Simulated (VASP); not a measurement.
# MgO (Cm) in VASP: a series of runs

The runs below take MgO through single point, with PBE.

Everything below comes from runs of VASP 6.6.1. Logs are shortened: lines on timing, memory, paths and dates and some standing lists are left out, and cuts for length are marked.

### Step 1. The cell of the first run

Symmetry: Cm, No. 8, monoclinic system. The conventional cell has a = 5.646 Å, b = 3.260 Å, c = 5.036 Å, α = 90.00°, β = 90.00°, γ = 90.00°. Within 2.5 Å of Mg (site symmetry m) lie 4 O at 1.88 to 2.00 Å. Within 2.5 Å of Mg (site symmetry m) lie 4 O at 1.92 to 2.04 Å. Within 2.5 Å of O (site symmetry m) lie 4 Mg at 1.92 to 2.04 Å. Within 2.5 Å of O (site symmetry m) lie 4 Mg at 1.88 to 2.00 Å.

### Step 2. Single point, PBE (atoms displaced along a vibrational mode, the cell strained)

The input, INCAR:

```
SYSTEM = MgO
  PREC = Accurate
  ENCUT = 520
  EDIFF = 1E-6
  ISMEAR = 0
  SIGMA = 0.05
  LREAL = .FALSE.
  LASPH = .TRUE.
  NELM = 60
  ALGO = Normal
  ISIF = 2
  LWAVE = .FALSE.
  LCHARG = .FALSE.
  GGA = PE
  NBANDS = 16
```

The input, KPOINTS:

```
regular mesh
0
G
  9 9 6
  0 0 0
```

The input, POSCAR:

```
MgO
1.0
    3.2599201346      0.0000000000      0.0000000000
   -1.6299600673      2.8231736508      0.0000000000
    0.0000000000      0.0000000000      5.0360175811
Mg O
2 2
Direct
    0.3392943318      0.6785886635      0.0063188067
    0.6726276651      0.3452553302      0.5063188067
    0.3242776382      0.6485552763      0.3982811933
    0.6576109715      0.3152219430      0.8982811933
```

Potentials or basis: VASP PAW PBE potentials, release 64 (Mg, O).

The run is started by

```bash
cat potpaw_PBE.64/Mg/POTCAR potpaw_PBE.64/O/POTCAR > POTCAR
mpirun -np 1 vasp_std > vasp.out
```

OUTCAR:

```text
SYSTEM = MgO
   PREC = Accurate
   ENCUT = 520
   EDIFF = 1E-6
   ISMEAR = 0
   LREAL = .FALSE.
   LASPH = .TRUE.
   NELM = 60
   ISIF = 2
   GGA = PE

 ion  position               nearest neighbor table
   1  0.339  0.679  0.006-   4 1.88   3 1.98   4 2.00   4 2.00   2 3.14   2 3.14   2 3.14   2 3.14
                             2 3.14   2 3.14
   2  0.673  0.345  0.506-   3 1.92   3 1.92   4 1.98   3 2.04   1 3.14   1 3.14   1 3.14   1 3.14
                             1 3.14   1 3.14
   3  0.324  0.649  0.398-   2 1.92   2 1.92   1 1.98   2 2.04
   4  0.658  0.315  0.898-   1 1.88   2 1.98   1 2.00   1 2.00

  LATTYP: Found a hexagonal cell.
 ALAT       =     3.2599201346
 C/A-ratio  =     1.5448285152

  Lattice vectors:

 A1 = (   3.2599201346,   0.0000000000,   0.0000000000)
 A2 = (  -1.6299600673,   2.8231736508,   0.0000000000)
 A3 = (   0.0000000000,   0.0000000000,   5.0360175811)

Analysis of symmetry for initial positions (statically):
=====================================================================
 Subroutine PRICEL returns:
 Original cell was already a primitive cell.

 Routine SETGRP: Setting up the symmetry group for a
 hexagonal supercell.

 Subroutine GETGRP returns: Found  2 space group operations
 (whereof  2 operations were pure point group operations)
 out of a pool of 24 trial point group operations.

The static configuration has the point symmetry C_1h.

Analysis of symmetry for dynamics (positions and initial velocities):
=====================================================================
 Subroutine PRICEL returns:
 Original cell was already a primitive cell.

 Routine SETGRP: Setting up the symmetry group for a
 hexagonal supercell.

 Subroutine GETGRP returns: Found  2 space group operations
 (whereof  2 operations were pure point group operations)
 out of a pool of 24 trial point group operations.

The dynamic configuration has the point symmetry C_1h.

 Subroutine INISYM returns: Found  2 space group operations
 (whereof  2 operations are pure point group operations),
 and found     1 'primitive' translations

----------------------------------------------------------------------------------------

                                     Primitive cell

  volume of cell :      46.3481

  direct lattice vectors                    reciprocal lattice vectors
     3.259920135  0.000000000  0.000000000     0.306755981  0.177105648  0.000000000
    -1.629960067  2.823173651  0.000000000     0.000000000  0.354211297  0.000000000
     0.000000000  0.000000000  5.036017581     0.000000000  0.000000000  0.198569601

  length of vectors
     3.259920135  3.259920135  5.036017581     0.354211297  0.354211297  0.198569601

  position of ions in fractional coordinates (direct lattice)
     0.339294332  0.678588664  0.006318807
     0.672627665  0.345255330  0.506318807
     0.324277638  0.648555276  0.398281193
     0.657610971  0.315221943  0.898281193

  ion indices of the primitive-cell ions
   primitive index   ion index
                 1           1
                 2           2
                 3           3
                 4           4

----------------------------------------------------------------------------------------

 KPOINTS: regular mesh

Automatic generation of k-mesh.
 Grid dimensions read from file:
 generate k-points for:    9    9    6

 Generating k-lattice:

  Cartesian coordinates                     Fractional coordinates (reciprocal lattice)
     0.034083998  0.019678405  0.000000000     0.111111111  0.000000000  0.000000000
     0.000000000  0.039356811  0.000000000     0.000000000  0.111111111  0.000000000
     0.000000000  0.000000000  0.033094933     0.000000000  0.000000000  0.166666667

  Length of vectors
     0.039356811  0.039356811  0.033094933

  Shift w.r.t. Gamma in fractional coordinates (k-lattice)
     0.000000000  0.000000000  0.000000000

 Subroutine IBZKPT returns following result:
 ===========================================

 Found    140 irreducible k-points:

 Following reciprocal coordinates:
[... 52 lines left out ...]
     16      17.9851      0.00000

 k-point     4 :       0.2222   -0.0000    0.0000
  band No.  band energies     occupation
      1     -14.8408      2.00000
      2     -14.2000      2.00000
      3      -1.6520      2.00000
      4      -0.6312      2.00000
      5      -0.1320      2.00000
      6       0.2769      2.00000
[... 8 lines left out ...]
     15      16.5742      0.00000
     16      17.0860      0.00000

 k-point     5 :       0.0000    0.2222    0.0000
  band No.  band energies     occupation
      1     -14.8411      2.00000
      2     -14.2004      2.00000
      3      -1.6524      2.00000
      4      -0.6260      2.00000
      5      -0.1272      2.00000
      6       0.2623      2.00000
[... 8 lines left out ...]
     15      16.6067      0.00000
     16      17.0335      0.00000

 k-point     6 :       0.3333   -0.0000    0.0000
  band No.  band energies     occupation
      1     -14.6154      2.00000
      2     -14.1539      2.00000
      3      -1.4220      2.00000
      4      -1.1360      2.00000
      5      -0.6575      2.00000
      6       0.1066      2.00000
[... 8 lines left out ...]
     15      15.8819      0.00000
     16      17.2732      0.00000
[... 267 lines left out ...]
 k-point    21 :      -0.4444    0.2222    0.0000
  band No.  band energies     occupation
      1     -14.5048      2.00000
      2     -14.1440      2.00000
      3      -1.4182      2.00000
      4      -0.9626      2.00000
      5      -0.7321      2.00000
      6      -0.1049      2.00000
[... 8 lines left out ...]
     15      15.5286      0.00000
     16      17.6429      0.00000

 k-point    22 :       0.3333    0.2222    0.0000
  band No.  band energies     occupation
      1     -14.3429      2.00000
      2     -14.1661      2.00000
      3      -1.6283      2.00000
      4      -0.8562      2.00000
      5      -0.4945      2.00000
      6      -0.3492      2.00000
[... 8 lines left out ...]
     15      15.1537      0.00000
     16      17.6702      0.00000

 k-point    23 :      -0.2222   -0.4444    0.0000
  band No.  band energies     occupation
      1     -14.3429      2.00000
      2     -14.1667      2.00000
      3      -1.6251      2.00000
      4      -0.8573      2.00000
      5      -0.4971      2.00000
      6      -0.3509      2.00000
[... 8 lines left out ...]
     15      15.1662      0.00000
     16      17.6722      0.00000

 k-point    24 :       0.4444    0.3333    0.0000
  band No.  band energies     occupation
      1     -14.3430      2.00000
      2     -14.1657      2.00000
      3      -1.6295      2.00000
      4      -0.8568      2.00000
      5      -0.4943      2.00000
      6      -0.3479      2.00000
[... 8 lines left out ...]
     15      15.1499      0.00000
     16      17.6621      0.00000

 [... further k-points ...]

------------------------ aborting loop because EDIFF is reached ----------------------------------------

  FORCE on cell =-STRESS in cart. coord.  units (eV):
  Direction    XX          YY          ZZ          XY          YZ          ZX
  --------------------------------------------------------------------------------------
  -------------------------------------------------------------------------------------
  Total        1.9828710      2.1980060      1.6226034      0.0000000     -0.8127986      0.0000000
  in kB       68.5446010     75.9814653     56.0907401      0.0000000    -28.0971174      0.0000000
  external PRESSURE =      66.8722688 kB  Pullay stress =       0.0000000 kB

 VOLUME and BASIS-vectors are now :
 -----------------------------------------------------------------------------
  energy-cutoff  :      520.00
  volume of cell :       46.35
      direct lattice vectors                 reciprocal lattice vectors
     3.259920135  0.000000000  0.000000000     0.306755981  0.177105648  0.000000000
    -1.629960067  2.823173651  0.000000000     0.000000000  0.354211297  0.000000000
     0.000000000  0.000000000  5.036017581     0.000000000  0.000000000  0.198569601

 POSITION                                       TOTAL-FORCE (eV/Angst)
 -----------------------------------------------------------------------------------
      0.00000      1.91577      0.03182         0.000000     -1.053693      0.057025
      1.62996      0.97472      2.54983        -0.000000     -0.776377      0.043115
      0.00000      1.83098      2.00575         0.000000      0.777503     -0.042699
      1.62996      0.88993      4.52376        -0.000000      1.052567     -0.057442
 -----------------------------------------------------------------------------------
    total drift:                               -0.000000     -0.000385      0.000366

  FREE ENERGIE OF THE ION-ELECTRON SYSTEM (eV)
  ---------------------------------------------------
  free  energy   TOTEN  =       -23.4161136515 eV

  energy  without entropy=      -23.4161136515  energy(sigma->0) =      -23.41611365
```

Run time: 25 s. Hardware: 1 thread of Intel Xeon 6975P-C (Granite Rapids), shared host; peak memory 0.22 GiB.

Results:

| Quantity | Value |
| --- | --- |
| Free energy | -23.4161 eV |
| Pressure | 6.7 GPa |
| Largest force | 1.055 eV/Å |
| Band gap on the k mesh | 3.65 eV |

Forces in eV/Å, atoms in the order of the input:
```
Mg   0.000 -1.054  0.057
Mg   0.000 -0.776  0.043
O    0.000  0.778 -0.043
O    0.000  1.053 -0.057
```

Stress tensor (GPa, compression positive):
```
 6.85  0.00  0.00
 0.00  7.60 -2.81
 0.00 -2.81  5.61
```

Levels at points of the mesh, in eV from the valence-band top:
```csv
k point,band 5,band 6,band 7,band 8,band 9,band 10,band 11,band 12
"(0.00, 0.00, 0.00)",-0.64,-0.32,-0.32,0.00,3.65,8.70,10.40,14.52
"(0.00, 0.00, 0.50)",-0.56,-0.55,-0.41,-0.41,6.13,6.14,13.28,13.28
```

Caveat: the cell differs from its parent crystal (atoms displaced along a vibrational mode, the cell strained); the cell stands under pressure; an odd mesh through Γ misses points on the zone boundary, where band edges can lie; forces of over 1 eV/Å act on the atoms, so gaps and moduli don't describe the material at rest.

### Step 3. Single point, PBE (atoms displaced along a vibrational mode, the cell strained)

The input, INCAR:

```
SYSTEM = MgO
ALGO = Normal
EDIFF = 1E-6
ENCUT = 520
GGA = PE
ISIF = 2
ISMEAR = 0
LASPH = .TRUE.
LCHARG = .FALSE.
LREAL = .FALSE.
LWAVE = .FALSE.
NBANDS = 16
NELM = 60
PREC = Accurate
SIGMA = 0.05
```

The input, KPOINTS:

```
k-points
0
G
  9 9 6
  0 0 0
```

The input, POSCAR:

```
MgO
1.0
    3.2877685319      0.0000000000      0.0000000000
   -1.6438842660      2.8472910704      0.0000000000
    0.0000000000      0.0000000000      5.0790385795
Mg O
2 2
Direct
    0.3363138326      0.6726276651      0.0063188067
    0.6696471659      0.3392943318      0.5063188067
    0.3288054857      0.6576109715      0.3982811933
    0.6621388191      0.3242776382      0.8982811933
```

Potentials or basis: VASP PAW PBE potentials, release 64 (Mg, O).

The run is started by

```bash
cat potpaw_PBE.64/Mg/POTCAR potpaw_PBE.64/O/POTCAR > POTCAR
mpirun -np 1 vasp_std > vasp.out
```

Wall time 25 s (1 thread of Intel Xeon 6975P-C (Granite Rapids), shared host); peak memory 0.22 GiB.

Results (log left out):

```yaml
Free_energy: -23.5082 eV
Pressure: 2.7 GPa
Largest_force: 0.451 eV/Å
Band_gap_on_the_k_mesh: 3.52 eV
```

Forces in eV/Å, atoms in the order of the input:
```
Mg   0.000 -0.451  0.006
Mg   0.000 -0.387  0.004
O    0.000  0.387 -0.004
O    0.000  0.451 -0.006
```

Stress tensor (GPa, compression positive):
```
 2.83  0.00  0.00
 0.00  3.00 -1.20
 0.00 -1.20  2.38
```

Levels at points of the mesh, in eV from the valence-band top:
```
           k point  band 6  band 7  band 8  band 9  band 10  band 11
(0.00, 0.00, 0.00)   -0.32   -0.31    0.00    3.52     8.53    10.21
(0.00, 0.00, 0.50)   -0.50   -0.43   -0.43    5.98     5.98    13.08
```

Caveat: the cell differs from its parent crystal (atoms displaced along a vibrational mode, the cell strained); an odd mesh through Γ misses points on the zone boundary, where band edges can lie.

### Step 4. Single point, PBE (atoms displaced along a vibrational mode, the cell strained)

The input, INCAR:

```
  PREC = Accurate
  ENCUT = 520
  EDIFF = 1E-6
  ISMEAR = 0
  SIGMA = 0.05
  LREAL = False
  LASPH = True
  NELM = 80
  ALGO = Normal
  ISIF = 2
  LWAVE = False
  LCHARG = False
  GGA = PE
  NBANDS = 16
```

The input, KPOINTS:

```
regular mesh
0
Gamma
  9 9 6
```

The input, POSCAR:

```
MgO
1.0
    3.2877685319      0.0000000000      0.0000000000
   -1.6438842660      2.8472910704      0.0000000000
    0.0000000000      0.0000000000      5.0790385795
Mg O
2 2
Direct
    0.3392943318      0.6785886635      0.0063188067
    0.6726276651      0.3452553302      0.5063188067
    0.3242776382      0.6485552763      0.3982811933
    0.6576109715      0.3152219430      0.8982811933
```

The run is started by

```bash
cat potpaw_PBE.64/Mg/POTCAR potpaw_PBE.64/O/POTCAR > POTCAR
mpirun -np 1 vasp_std > vasp.out
```

Run time: 26 s. Hardware: 1 thread of Intel Xeon 6975P-C (Granite Rapids), shared host; peak memory 0.22 GiB.

Results (log left out):

| Item | Value |
| --- | --- |
| Free energy | -23.4541 eV |
| Pressure | 3.2 GPa |
| Largest force | 0.980 eV/Å |
| Band gap on the k mesh | 3.51 eV |

Forces in eV/Å, atoms in the order of the input:
```
Mg   0.000 -0.978  0.069
Mg   0.000 -0.720  0.056
O    0.000  0.721 -0.056
O    0.000  0.977 -0.070
```

Stress tensor (GPa, compression positive):
```
 3.24  0.00  0.00
 0.00  3.94 -2.43
 0.00 -2.43  2.44
```

Levels at points of the mesh, in eV from the valence-band top:
```csv
k point,band 5,band 6,band 7,band 8,band 9,band 10,band 11,band 12
"(0.00, 0.00, 0.00)",-0.63,-0.31,-0.31,0.00,3.51,8.51,10.20,14.33
"(0.00, 0.00, 0.50)",-0.55,-0.54,-0.40,-0.40,5.97,5.97,13.06,13.06
```

Caveat: the cell differs from its parent crystal (atoms displaced along a vibrational mode, the cell strained); the cell stands under pressure; an odd mesh through Γ misses points on the zone boundary, where band edges can lie.

### Step 5. Single point, PBE (atoms displaced along a vibrational mode)

The input, INCAR:

```
SYSTEM = MgO
  ALGO = Normal
  EDIFF = 1E-6
  ENCUT = 520
  GGA = PE
  ISIF = 2
  ISMEAR = 0
  LASPH = .TRUE.
  LCHARG = .TRUE.
  LELF = .TRUE.
  LREAL = .FALSE.
  LVHAR = .TRUE.
  LWAVE = .FALSE.
  NBANDS = 16
  NELM = 60
  PREC = Accurate
  SIGMA = 0.05
```

The input, KPOINTS:

```
k-points
0
G
  9 9 6
  0 0 0
```

The input, POSCAR:

```
MgO
1.0
    3.3152854007      0.0000000000      0.0000000000
   -1.6576427004      2.8711213778      0.0000000000
    0.0000000000      0.0000000000      5.1215474231
Mg O
2 2
Direct
    0.3363138326      0.6726276651      0.0063188067
    0.6696471659      0.3392943318      0.5063188067
    0.3288054857      0.6576109715      0.3982811933
    0.6621388191      0.3242776382      0.8982811933
```

The run is started by

```bash
cat potpaw_PBE.64/Mg/POTCAR potpaw_PBE.64/O/POTCAR > POTCAR
mpirun -np 1 vasp_std > vasp.out
```

It took 41 s on 1 thread of Intel Xeon 6975P-C (Granite Rapids), shared host; peak memory 0.24 GiB.

The run converged. Its results:

* Free energy: -23.5182 eV
* Pressure: -0.3 GPa
* Largest force: 0.419 eV/Å
* Band gap on the k mesh: 3.39 eV

Forces on the atoms (eV/Å):
```
Mg   0.000 -0.418  0.020
Mg   0.000 -0.359  0.019
O    0.000  0.359 -0.019
O    0.000  0.418 -0.020
```

Stress tensor (GPa, compression positive):
```
-0.34  0.00  0.00
 0.00 -0.18 -1.03
 0.00 -1.03 -0.42
```

Levels at points of the mesh, in eV from the valence-band top:
| k point | band 6 | band 7 | band 8 | band 9 | band 10 | band 11 |
| --- | --- | --- | --- | --- | --- | --- |
| (0.00, 0.00, 0.00) | -0.31 | -0.31 | 0.00 | 3.39 | 8.34 | 10.01 |
| (0.00, 0.00, 0.50) | -0.50 | -0.42 | -0.42 | 5.83 | 5.83 | 12.87 |

Caveat: the cell differs from its parent crystal (atoms displaced along a vibrational mode); an odd mesh through Γ misses points on the zone boundary, where band edges can lie.

### Step 6. Single point, PBE (atoms displaced along a vibrational mode)

The input, INCAR:

```
SYSTEM = MgO
PREC = Accurate
ENCUT = 520
EDIFF = 1E-6
ISMEAR = 0
SIGMA = 0.05
LREAL = .FALSE.
LASPH = .TRUE.
NELM = 60
ALGO = Normal
ISIF = 2
LWAVE = .FALSE.
LCHARG = .TRUE.
GGA = PE
LELF = .TRUE.
LVHAR = .TRUE.
NBANDS = 16
```

The input, KPOINTS:

```
regular mesh
0
G
  9 9 6
  0 0 0
```

The input, POSCAR:

```
MgO
1.0
    3.3152854007      0.0000000000      0.0000000000
   -1.6576427004      2.8711213778      0.0000000000
    0.0000000000      0.0000000000      5.1215474231
Mg O
2 2
Direct
    0.3392943318      0.6785886635      0.0063188067
    0.6726276651      0.3452553302      0.5063188067
    0.3242776382      0.6485552763      0.3982811933
    0.6576109715      0.3152219430      0.8982811933
```

Potentials or basis: VASP PAW PBE potentials, release 64 (Mg, O).

The run is started by

```bash
cat potpaw_PBE.64/Mg/POTCAR potpaw_PBE.64/O/POTCAR > POTCAR
mpirun -np 1 vasp_std > vasp.out
```

Wall time 39 s (1 thread of Intel Xeon 6975P-C (Granite Rapids), shared host); peak memory 0.24 GiB.

The run converged. Its results:

```
Free energy            : -23.4676 eV
Pressure               : 0.1 GPa
Largest force          : 0.911 eV/Å
Band gap on the k mesh : 3.38 eV
```

Forces in eV/Å, atoms in the order of the input:
```
Mg   0.000 -0.908  0.079
Mg   0.000 -0.667  0.067
O    0.000  0.668 -0.067
O    0.000  0.907 -0.080
```

Stress tensor (GPa, compression positive):
```
 0.05  0.00  0.00
 0.00  0.71 -2.10
 0.00 -2.10 -0.36
```

Levels at points of the mesh, in eV from the valence-band top:
| k point | band 4 | band 5 | band 6 | band 7 | band 8 | band 9 | band 10 | band 11 | band 12 | band 13 |
| --- | --- | --- | --- | --- | --- | --- | --- | --- | --- | --- |
| (0.00, 0.00, 0.00) | -0.63 | -0.62 | -0.31 | -0.30 | 0.00 | 3.37 | 8.32 | 10.00 | 14.14 | 14.15 |
| (0.00, 0.00, 0.50) | -1.94 | -0.54 | -0.53 | -0.39 | -0.39 | 5.81 | 5.81 | 12.84 | 12.84 | 14.55 |

Caveat: the cell differs from its parent crystal (atoms displaced along a vibrational mode); an odd mesh through Γ misses points on the zone boundary, where band edges can lie.

### Step 7. The runs side by side

| cell | gap on the mesh (eV) | pressure (GPa) | largest force (eV/Å) |
| --- | --- | --- | --- |
| a = 3.260, b = 3.260, c = 5.036 Å, angles 90.0, 90.0, 120.0°, 4 atoms, atomic positions A | 3.65 | 6.7 | 1.06 |
| a = 3.288, b = 3.288, c = 5.079 Å, angles 90.0, 90.0, 120.0°, 4 atoms, atomic positions B | 3.52 | 2.7 | 0.45 |
| a = 3.288, b = 3.288, c = 5.079 Å, angles 90.0, 90.0, 120.0°, 4 atoms, atomic positions A | 3.51 | 3.2 | 0.98 |
| a = 3.315, b = 3.315, c = 5.122 Å, angles 90.0, 90.0, 120.0°, 4 atoms, atomic positions B | 3.39 | -0.3 | 0.42 |
| a = 3.315, b = 3.315, c = 5.122 Å, angles 90.0, 90.0, 120.0°, 4 atoms, atomic positions A | 3.38 | 0.1 | 0.91 |

Alike in all rows: task single point; level PBE; potentials or basis VASP PAW PBE potentials, release 64 (Mg, O); no spin polarisation; k mesh 9 × 9 × 6; cutoff (eV) 520; smearing gaussian 0.05 eV.

Caveats: an odd mesh through Γ misses points on the zone boundary, where band edges can lie; the cell stands under pressure (at least some runs); forces of over 1 eV/Å act on the atoms, so gaps and moduli don't describe the material at rest (at least some runs).

Absolute energies hang on the potentials; compare differences alone.
